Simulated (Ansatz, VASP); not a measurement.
**K: VASP beside Ansatz**

File INCAR:

```
  ALGO = Normal
  EDIFF = 1E-6
  ENCUT = 520
  GGA = PE
  ISIF = 2
  ISMEAR = 0
  IVDW = 12
  LASPH = True
  LCHARG = False
  LREAL = False
  LWAVE = False
  NBANDS = 46
  NELM = 100
  PREC = Accurate
  SIGMA = 0.1
```

File KPOINTS:

```
k-points
0
Gamma
  4 4 2
```

Contents of POSCAR:

```
K
1.0
    6.2847771000     -4.9869029900      0.0000000000
    6.2847771000      4.9869029900      0.0000000000
    0.0000000000      0.0000000000      9.7670775600
K
8
Direct
    0.7467929500      0.7467929500      0.5000000000
    0.2532070500      0.2532070500      0.5000000000
    0.2391031600      0.7608968400      0.2613112800
    0.7391031600      0.2608968400      0.2386887200
    0.7532070500      0.7532070500      0.0000000000
    0.2467929500      0.2467929500      0.0000000000
    0.2608968400      0.7391031600      0.7613112800
    0.7608968400      0.2391031600      0.7386887200
```

Input for Ansatz:

```yaml
crystal:
  lattice:
    - [6.2847771, -4.98690299, 0.0]
    - [6.2847771, 4.98690299, 0.0]
    - [0.0, 0.0, 9.76707756]
  atoms:
    - { symbol: K, position: [0.74679295, 0.74679295, 0.5] }
    - { symbol: K, position: [0.25320705, 0.25320705, 0.5] }
    - { symbol: K, position: [0.23910316, 0.76089684, 0.26131128] }
    - { symbol: K, position: [0.73910316, 0.26089684, 0.23868872] }
    - { symbol: K, position: [0.75320705, 0.75320705, 0.0] }
    - { symbol: K, position: [0.24679295, 0.24679295, 0.0] }
    - { symbol: K, position: [0.26089684, 0.73910316, 0.76131128] }
    - { symbol: K, position: [0.76089684, 0.23910316, 0.73868872] }
basis:
  ecutwfc: 420
kpoints:
  mp_grid: { grid: [4, 4, 2] }
hamiltonian:
  xc: pbe
  dispersion: d3bj
scf:
  occupations: { method: gaussian, width: 0.1 }
output:
  forces: true
  stress: true
  eigenvalues: true
```

Alike in both runs: task single point; functional PBE; dispersion D3(BJ); k mesh 4 × 4 × 2; occupations gaussian, width 0.1 eV; no spin polarisation.

|  | VASP | Ansatz |
| --- | --- | --- |
| version | VASP 6.6.1 | Ansatz 0.2.0 |
| potentials or method | VASP PAW PBE potentials, release 64 (K_sv), cutoff 520 eV | scalar-relativistic, plane waves, PAW |
| valence electrons in the cell | 72 | 72 |

Ansatz gave:

| Quantity | Value |
| --- | --- |
| gap on the k mesh at the Fermi level (eV) | none |
| pressure (GPa) | -0.3 |
| traceless stress, the component that is largest in VASP (GPa) | 0.09 |
| rms of the force components (eV/Å) | 0.013 |

Which values does VASP return?

gap on the k mesh at the Fermi level (eV): none; pressure (GPa): -0.4; traceless stress, the component that is largest in VASP (GPa): 0.09; rms of the force components (eV/Å): 0.013.

Atom by atom the forces differ by 0.000 eV/Å (rms over components). A gap of «none» marks a metal or a gap that the smearing closes.
